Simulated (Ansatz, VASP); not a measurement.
## Ta in VASP and in Ansatz

The input INCAR:

```
SYSTEM = Ta
  PREC = Accurate
  ENCUT = 520
  EDIFF = 1E-6
  ISMEAR = -1
  SIGMA = 0.05
  LREAL = .False.
  LASPH = .True.
  NELM = 80
  ALGO = Normal
  ISIF = 2
  LWAVE = .False.
  LCHARG = .False.
  GGA = PS
  NBANDS = 12
```

KPOINTS

```
regular mesh
0
Gamma
  15 15 15
  0 0 0
```

POSCAR

```
Ta
1.0
   -1.6843056000      1.6843056000      1.6512800000
    1.6843056000     -1.6843056000      1.6512800000
    1.6843056000      1.6843056000     -1.6512800000
Ta
1
Direct
    0.0000000000      0.0000000000      0.0000000000
```

Input for Ansatz:

```yaml
crystal:
  lattice:
    - [-1.6843056, 1.6843056, 1.65128]
    - [1.6843056, -1.6843056, 1.65128]
    - [1.6843056, 1.6843056, -1.65128]
  atoms:
    - { symbol: Ta, position: [0.0, 0.0, 0.0] }
kpoints:
  mp_grid: { grid: [15, 15, 15] }
  band_path:
    path:
      - [0.0, 0.0, 0.0]
      - [0.0, 0.0, 0.5]
      - [-0.5, 0.5, 0.5]
      - [0.0, 0.0, 0.0]
      - [0.4902921953, 0.4902921953, -0.4902921953]
      - [-0.4902921953, 0.5097078047, 0.4902921953]
      - [-0.5, 0.5, 0.5]
      - [0.0, 0.0, 0.5]
      - [0.25, 0.25, 0.25]
    npoints: 5
scf:
  occupations: { method: fermi_dirac, width: 0.05 }
hamiltonian:
  xc: pbesol
  pseudopotentials: { kind: all_electron, lapw: { basis_error: 0.00025 } }
output:
  forces: true
  stress: true
  eigenvalues: true
```

Change from the starting cell: equal xx and yy strain of +2 %.

Alike in both runs: task single point; functional PBEsol; k mesh 15 × 15 × 15; occupations fermi-dirac, width 0.05 eV; no spin polarisation.

|  | VASP | Ansatz |
| --- | --- | --- |
| version | VASP 6.6.1 | Ansatz 0.2.0 |
| potentials or method | VASP PAW PBE potentials, release 64 (Ta_pv), cutoff 520 eV | all-electron LAPW, scalar-relativistic |

|  | VASP | Ansatz | Ansatz less VASP |
| --- | --- | --- | --- |
| pressure (GPa) | -10.9 | -11.0 | -0.10 |
| traceless stress, the component that is largest in VASP (GPa) | 1.31 | 1.31 | -0.001 |

VASP's potentials were made for PBE, not for PBEsol. Ansatz ran all-electron here, and VASP with PAW potentials.

Spin-orbit coupling is off throughout.
